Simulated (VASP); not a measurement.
# SiC (zincblende type) (F-43m) in VASP: a series of runs

The runs below take SiC (zincblende type) through single point, with PBE.

All numbers are computed with VASP 6.6.1; they aren't measurements. Logs are shortened: lines on timing, memory, paths and dates and some standing lists are left out, and cuts for length are marked.

### 1 The cell of the first run

It takes space group F-43m (No. 216, cubic). The conventional cell has a = 4.291 Å, b = 4.291 Å, c = 4.291 Å, α = 90.00°, β = 90.00°, γ = 90.00°. Si (site symmetry -43m) has 4 C at 1.86 Å within 2.5 Å. Within 2.5 Å of C (site symmetry -43m) lie 4 Si at 1.86 Å.

### 2 Single point, PBE (9.88 Å³/atom)

The input, INCAR:

```
PREC = Accurate
ENCUT = 520
EDIFF = 1E-6
ISMEAR = -1
SIGMA = 0.08
LREAL = F
LASPH = T
NELM = 80
ALGO = Normal
ISIF = 2
LWAVE = F
LCHARG = T
GGA = PE
LELF = T
LVHAR = T
NBANDS = 11
```

The input, KPOINTS:

```
Automatic mesh
0
Gamma
  16 16 16
```

The input, POSCAR:

```
SiC
1.0
    0.0000000000      2.1455490268      2.1455490268
    2.1455490268      0.0000000000      2.1455490268
    2.1455490268      2.1455490268      0.0000000000
Si C
1 1
Direct
    0.0000000000      0.0000000000      0.0000000000
    0.2500000000      0.2500000000      0.2500000000
```

Potentials or basis: VASP PAW PBE potentials, release 64 (Si, C).

Launch:

```sh
> cat potpaw_PBE.64/Si/POTCAR potpaw_PBE.64/C/POTCAR > POTCAR
> mpirun -np 1 vasp_std > vasp.out
```

OUTCAR:

```text
PREC = Accurate
   ENCUT = 520
   EDIFF = 1E-6
   ISMEAR = -1
   LREAL = F
   LASPH = T
   NELM = 80
   ISIF = 2
   GGA = PE

 ion  position               nearest neighbor table
   1  0.000  0.000  0.000-   2 1.86   2 1.86   2 1.86   2 1.86
   2  0.250  0.250  0.250-   1 1.86   1 1.86   1 1.86   1 1.86

  LATTYP: Found a face centered cubic cell.
 ALAT       =     4.2910980536

  Lattice vectors:

 A1 = (   0.0000000000,   2.1455490268,   2.1455490268)
 A2 = (   2.1455490268,   0.0000000000,   2.1455490268)
 A3 = (   2.1455490268,   2.1455490268,   0.0000000000)

Analysis of symmetry for initial positions (statically):
=====================================================================
 Subroutine PRICEL returns:
 Original cell was already a primitive cell.

 Routine SETGRP: Setting up the symmetry group for a
 face centered cubic supercell.

 Subroutine GETGRP returns: Found 24 space group operations
 (whereof 24 operations were pure point group operations)
 out of a pool of 48 trial point group operations.

The static configuration has the point symmetry T_d .

Analysis of symmetry for dynamics (positions and initial velocities):
=====================================================================
 Subroutine PRICEL returns:
 Original cell was already a primitive cell.

 Routine SETGRP: Setting up the symmetry group for a
 face centered cubic supercell.

 Subroutine GETGRP returns: Found 24 space group operations
 (whereof 24 operations were pure point group operations)
 out of a pool of 48 trial point group operations.

The dynamic configuration has the point symmetry T_d .

 Subroutine INISYM returns: Found 24 space group operations
 (whereof 24 operations are pure point group operations),
 and found     1 'primitive' translations

----------------------------------------------------------------------------------------

                                     Primitive cell

  volume of cell :      19.7536

  direct lattice vectors                    reciprocal lattice vectors
     0.000000000  2.145549027  2.145549027    -0.233040585  0.233040585  0.233040585
     2.145549027  0.000000000  2.145549027     0.233040585 -0.233040585  0.233040585
     2.145549027  2.145549027  0.000000000     0.233040585  0.233040585 -0.233040585

  length of vectors
[... 85 lines left out ...]
   NSW    =      0    number of steps for IOM
   IBRION =     -1    ionic relax: 0-MD 1-quasi-New 2-CG
   NFREE  =      0    steps in history (QN), initial steepest desc. (CG)
   ISIF   =      2    stress and relaxation
   ISYM   =      2    0-nonsym 1-usesym 2-fastsym
   POTIM  = 0.5000    time-step for ionic-motion
   TEBEG  =    0.0;   TEEND  =   0.0 temperature during run
   PSTRESS=    0.0 pullay stress
   NELECT =       8.0000    total number of electrons
   NUPDOWN=      -1.0000    fix difference up-down
   EMIN   =  10.00;   EMAX   =-10.00  energy-range for DOS
   EFERMI =   0.00;   METHOD = LEGACY
   ISMEAR =    -1;   SIGMA  =   0.08  broadening in eV -4-tet -1-fermi 0-gaus
   EFERMI_NEDOS =   21; number of points for ismear=-14 and -15
   IALGO  =     38    algorithm
   IMIX   =      4    mixing-type and parameters
     AMIX     =   0.40;   BMIX     =  1.00
     AMIX_MAG =   1.60;   BMIX_MAG =  1.00
  volume/ion in A,a.u.               =       9.88        66.65
  Fermi-wavevector in a.u.,A,eV,Ry     =   1.211220  2.288874 19.960482  1.467054
  Thomas-Fermi vector in A             =   2.346742
   LORBIT       =      0    0 simple, 1 ext, 2 COOP (PROOUT), +10 PAW based schemes
   GGA     = PE    functional components
   LHFCALC =     F    Hartree Fock is set to
   AEXX    =    0.0000 exact exchange contribution
   IVDW    =     0    specifies the selected vdW correction
   LEPSILON=     F    determine dielectric tensor
   LRPA    =     F    only Hartree local field effects (RPA)
 non-spin polarized calculation
  energy-cutoff  :      520.00
  volume of cell :       19.75
 maximum number of plane-waves:       544
   NGX = 11   NGY = 11   NGZ = 11

 number of electron       7.9999999 magnetization

 Free energy of the ion-electron system (eV)
  ---------------------------------------------------
  ext. energy  EPLUGINS =         0.00000000
  ---------------------------------------------------
  free energy    TOTEN  =       -15.00660813 eV

  energy without entropy =      -15.00660548  energy(sigma->0) =      -15.00660681

 E-fermi :   9.3784     XC(G=0): -11.5602

 val. band max:        8.6359275858   @ k =   0.0000   0.0000   0.0000
 cond. band min:       9.9482646587   @ k =   0.5000   0.5000   0.0000
 fundamental gap:      1.3123370729
 Fermi energy:         9.3783962823

 k-point     1 :       0.0000    0.0000    0.0000
  band No.  band energies     occupation
      1      -7.1363      2.00000
      2       8.6359      1.99981
      3       8.6359      1.99981
      4       8.6359      1.99981
      5      15.4166      0.00000
      6      16.2740      0.00000
      7      16.2740      0.00000
      8      16.2740      0.00000
      9      23.4184      0.00000
     10      23.4184      0.00000
     11      25.8488      0.00000
[... 309 lines left out ...]
 k-point    24 :      -0.0625    0.0625    0.0000
  band No.  band energies     occupation
      1      -6.9251      2.00000
      2       7.7244      2.00000
      3       8.2199      2.00000
      4       8.6164      1.99985
      5      15.7319      0.00000
      6      16.2586      0.00000
      7      16.4045      0.00000
      8      16.9264      0.00000
      9      21.9257      0.00000
     10      22.8179      0.00000
     11      26.0065      0.00000

 [... further k-points ...]

------------------------ aborting loop because EDIFF is reached ----------------------------------------

  FORCE on cell =-STRESS in cart. coord.  units (eV):
  Direction    XX          YY          ZZ          XY          YZ          ZX
  --------------------------------------------------------------------------------------
  -------------------------------------------------------------------------------------
  Total        1.8024099      1.8024099      1.8024099      0.0000000     -0.0000000      0.0000000
  in kB      146.1903878    146.1903878    146.1903878      0.0000000     -0.0000000      0.0000000
  external PRESSURE =     146.1903878 kB  Pullay stress =       0.0000000 kB

 VOLUME and BASIS-vectors are now :
 -----------------------------------------------------------------------------
  energy-cutoff  :      520.00
  volume of cell :       19.75
      direct lattice vectors                 reciprocal lattice vectors
     0.000000000  2.145549027  2.145549027    -0.233040585  0.233040585  0.233040585
     2.145549027  0.000000000  2.145549027     0.233040585 -0.233040585  0.233040585
     2.145549027  2.145549027  0.000000000     0.233040585  0.233040585 -0.233040585

 POSITION                                       TOTAL-FORCE (eV/Angst)
 -----------------------------------------------------------------------------------
      0.00000      0.00000      0.00000         0.000000      0.000000      0.000000
      1.07277      1.07277      1.07277        -0.000000     -0.000000     -0.000000
 -----------------------------------------------------------------------------------
    total drift:                                0.000000      0.000000      0.000000

  FREE ENERGIE OF THE ION-ELECTRON SYSTEM (eV)
  ---------------------------------------------------
  free  energy   TOTEN  =       -15.0066081325 eV

  energy  without entropy=      -15.0066054798  energy(sigma->0) =      -15.00660681
```

stdout:

```text
POSCAR found type information on POSCAR SiC
 POSCAR found :  2 types and       2 ions
 scaLAPACK will be used
 LDA part: xc-table for (Slater+PW92), standard interpolation
 POSCAR, INCAR and KPOINTS ok, starting setup
 FFT: planning ... GRIDC
 FFT: planning ... GRID_SOFT
 FFT: planning ... GRID
 WAVECAR not read
 entering main loop
```

Run time: 16 s. Hardware: 1 thread of Intel Xeon 6975P-C (Granite Rapids), shared host; peak memory 0.15 GiB.

Results:

```
Free energy            : -15.0066 eV
Pressure               : 14.6 GPa
Band gap on the k mesh : 1.31 eV (least direct gap 4.59 eV)
```

Caveat: the cell stands under pressure. A k mesh can miss the band edges.

### 3 Single point, PBE (10.29 Å³/atom)

This run uses another cell than the first one, of 10.29 Å³/atom.

The input, INCAR:

```
  PREC = Accurate
  ENCUT = 520
  EDIFF = 1E-6
  ISMEAR = -1
  SIGMA = 0.08
  LREAL = False
  LASPH = True
  NELM = 60
  ALGO = Normal
  ISIF = 2
  LWAVE = False
  LCHARG = False
  GGA = PE
  NBANDS = 11
```

The input, KPOINTS:

```
regular mesh
0
Gamma
  16 16 16
```

The input, POSCAR:

```
SiC
1.0
    0.0000000000      2.1751749914      2.1751749914
    2.1751749914      0.0000000000      2.1751749914
    2.1751749914      2.1751749914      0.0000000000
Si C
1 1
Direct
    0.0000000000      0.0000000000      0.0000000000
    0.2500000000      0.2500000000      0.2500000000
```

Potentials or basis: VASP PAW PBE potentials, release 64 (Si, C).

Launch:

```sh
> cat potpaw_PBE.64/Si/POTCAR potpaw_PBE.64/C/POTCAR > POTCAR
> mpirun -np 1 vasp_std > vasp.out
```

It took 11 s on 1 thread of Intel Xeon 6975P-C (Granite Rapids), shared host; peak memory 0.15 GiB.

It converged, with:

```
Free energy            : -15.0553 eV
Pressure               : 4.4 GPa
Band gap on the k mesh : 1.35 eV (least direct gap 4.55 eV)
```

Levels at points of the mesh, in eV from the valence-band top:
```tsv
k point	band 1	band 2	band 3	band 4	band 5	band 6	band 7	band 8	band 9
(0.00, 0.00, 0.00)	-15.44	0.00	0.00	0.00	6.30	7.34	7.34	7.34	14.54
(0.50, 0.00, 0.00)	-11.86	-8.56	-1.05	-1.05	5.48	7.25	7.25	10.08	16.26
(0.50, 0.50, 0.00)	-10.40	-7.81	-3.20	-3.20	1.35	4.34	14.10	14.10	14.86
```

Caveat: the cell stands under pressure. A k mesh can miss the band edges.

### 4 Single point, PBE

This run uses another cell than the first one, of 10.50 Å³/atom.

The input, INCAR:

```
SYSTEM = SiC
PREC = Accurate
ENCUT = 520
EDIFF = 1E-6
ISMEAR = -1
SIGMA = 0.08
LREAL = .False.
LASPH = .True.
NELM = 80
ALGO = Normal
ISIF = 2
LWAVE = .False.
LCHARG = .False.
GGA = PE
NBANDS = 11
```

The input, KPOINTS:

```
regular mesh
0
Gamma
  16 16 16
  0 0 0
```

The input, POSCAR:

```
SiC
1.0
    0.0000000000      2.1898725656      2.1898725656
    2.1898725656      0.0000000000      2.1898725656
    2.1898725656      2.1898725656      0.0000000000
Si C
1 1
Direct
    0.0000000000      0.0000000000      0.0000000000
    0.2500000000      0.2500000000      0.2500000000
```

Launch:

```sh
> cat potpaw_PBE.64/Si/POTCAR potpaw_PBE.64/C/POTCAR > POTCAR
> mpirun -np 1 vasp_std > vasp.out
```

It took 15 s on 1 thread of Intel Xeon 6975P-C (Granite Rapids), shared host; peak memory 0.15 GiB.

The run converged. Its results:

- Free energy: -15.0610 eV
- Pressure: -0.1 GPa
- Band gap on the k mesh: 1.37 eV (least direct gap 4.53 eV)

Levels at points of the mesh, in eV from the valence-band top:
| k point | band 1 | band 2 | band 3 | band 4 | band 5 | band 6 | band 7 | band 8 | band 9 |
| --- | --- | --- | --- | --- | --- | --- | --- | --- | --- |
| (0.00, 0.00, 0.00) | -15.29 | 0.00 | 0.00 | 0.00 | 6.06 | 7.20 | 7.20 | 7.20 | 14.42 |
| (0.50, 0.00, 0.00) | -11.78 | -8.45 | -1.05 | -1.05 | 5.30 | 7.17 | 7.17 | 9.97 | 16.02 |
| (0.50, 0.50, 0.00) | -10.34 | -7.75 | -3.16 | -3.16 | 1.37 | 4.27 | 13.86 | 13.86 | 14.59 |

A k mesh can miss the band edges.

### 5 Single point, PBE (10.71 Å³/atom)

This run uses another cell than the first one, of 10.71 Å³/atom.

The input, INCAR:

```
SYSTEM = SiC
PREC     = Accurate       ! precision mode
ENCUT    = 520            ! plane-wave cutoff, eV
EDIFF    = 1E-6           ! SCF threshold, eV
ISMEAR   = -1             ! smearing method
SIGMA    = 0.08           ! smearing width, eV
LREAL    = .FALSE.        ! projectors in reciprocal space
LASPH    = .TRUE.         ! aspherical terms in the spheres
NELM     = 80             ! most SCF steps
ALGO     = Normal         ! electronic algorithm
ISIF     = 2              ! what is computed and relaxed
LWAVE    = .FALSE.        ! write WAVECAR
LCHARG   = .TRUE.         ! write CHGCAR
GGA      = PE             ! functional
LELF     = .TRUE.         ! ELF
LVHAR    = .TRUE.       
NBANDS   = 11             ! bands
```

The input, KPOINTS:

```
regular mesh
0
G
  16 16 16
  0 0 0
```

The input, POSCAR:

```
SiC
1.0
    0.0000000000      2.2043754556      2.2043754556
    2.2043754556      0.0000000000      2.2043754556
    2.2043754556      2.2043754556      0.0000000000
Si C
1 1
Direct
    0.0000000000      0.0000000000      0.0000000000
    0.2500000000      0.2500000000      0.2500000000
```

Launch:

```sh
> cat potpaw_PBE.64/Si/POTCAR potpaw_PBE.64/C/POTCAR > POTCAR
> mpirun -np 1 vasp_std > vasp.out
```

It took 11 s on 1 thread of Intel Xeon 6975P-C (Granite Rapids), shared host; peak memory 0.15 GiB.

The run converged. Its results:

| Quantity | Value |
| --- | --- |
| Free energy | -15.0556 eV |
| Pressure | -4.1 GPa |
| Band gap on the k mesh | 1.39 eV (least direct gap 4.51 eV) |

Levels at points of the mesh, in eV from the valence-band top:
```
           k point  band 1  band 2  band 3  band 4  band 5  band 6  band 7  band 8
(0.00, 0.00, 0.00)  -15.13    0.00    0.00    0.00    5.83    7.07    7.07    7.07
(0.50, 0.00, 0.00)  -11.69   -8.35   -1.04   -1.04    5.12    7.09    7.09    9.86
(0.50, 0.50, 0.00)  -10.28   -7.69   -3.12   -3.12    1.39    4.20   13.63   13.63
```

Caveat: the cell stands under tension. A k mesh can miss the band edges.

### 6 Single point, PBE (11.13 Å³/atom)

This run uses another cell than the first one, of 11.13 Å³/atom.

The input, INCAR:

```
PREC     = Accurate       # precision mode
ENCUT    = 520            # plane-wave cutoff, eV
EDIFF    = 1E-6           # SCF threshold, eV
ISMEAR   = -1             # smearing method
SIGMA    = 0.08           # smearing width, eV
LREAL    = False          # projectors in reciprocal space
LASPH    = True           # aspherical terms in the spheres
NELM     = 100            # most SCF steps
ALGO     = Normal         # electronic algorithm
ISIF     = 2              # what is computed and relaxed
LWAVE    = False          # write WAVECAR
LCHARG   = False          # write CHGCAR
GGA      = PE             # functional
NBANDS   = 11             # bands
```

The input, KPOINTS:

```
Automatic mesh
0
Gamma
  16 16 16
```

The input, POSCAR:

```
SiC
1.0
    0.0000000000      2.2328221474      2.2328221474
    2.2328221474      0.0000000000      2.2328221474
    2.2328221474      2.2328221474      0.0000000000
Si C
1 1
Direct
    0.0000000000      0.0000000000      0.0000000000
    0.2500000000      0.2500000000      0.2500000000
```

Potentials or basis: VASP PAW PBE potentials, release 64 (Si, C).

Launch:

```sh
> cat potpaw_PBE.64/Si/POTCAR potpaw_PBE.64/C/POTCAR > POTCAR
> mpirun -np 1 vasp_std > vasp.out
```

Wall time 9.4 s (1 thread of Intel Xeon 6975P-C (Granite Rapids), shared host); peak memory 0.15 GiB.

It converged, with:

```
Free energy            : -15.0154 eV
Pressure               : -11.1 GPa
Band gap on the k mesh : 1.42 eV (least direct gap 4.46 eV)
```

Levels at points of the mesh, in eV from the valence-band top:
```csv
k point,band 2,band 3,band 4,band 5,band 6,band 7
"(0.00, 0.00, 0.00)",0.00,0.00,0.00,5.38,6.82,6.82
"(0.50, 0.00, 0.00)",-8.14,-1.03,-1.03,4.78,6.93,6.93
"(0.50, 0.50, 0.00)",-7.57,-3.04,-3.04,1.42,4.07,13.19
```

Caveat: the cell stands under tension. A k mesh can miss the band edges.

### 7 Summary

| cell | gap on the mesh (eV) | pressure (GPa) |
| --- | --- | --- |
| a = 3.034 Å, angles 60.0°, 2 atoms | 1.31 | 14.6 |
| a = 3.076 Å, angles 60.0°, 2 atoms | 1.35 | 4.4 |
| a = 3.097 Å, angles 60.0°, 2 atoms | 1.37 | -0.1 |
| a = 3.117 Å, angles 60.0°, 2 atoms | 1.39 | -4.1 |
| a = 3.158 Å, angles 60.0°, 2 atoms | 1.42 | -11.1 |

Alike in all rows: task single point; level PBE; potentials or basis VASP PAW PBE potentials, release 64 (Si, C); no spin polarisation; k mesh 16 × 16 × 16; cutoff (eV) 520; smearing fermi-dirac 0.08 eV.

Caveats: the cell stands under pressure (at least some runs); the cell stands under tension (at least some runs).

Absolute energies hang on the potentials; compare differences alone.
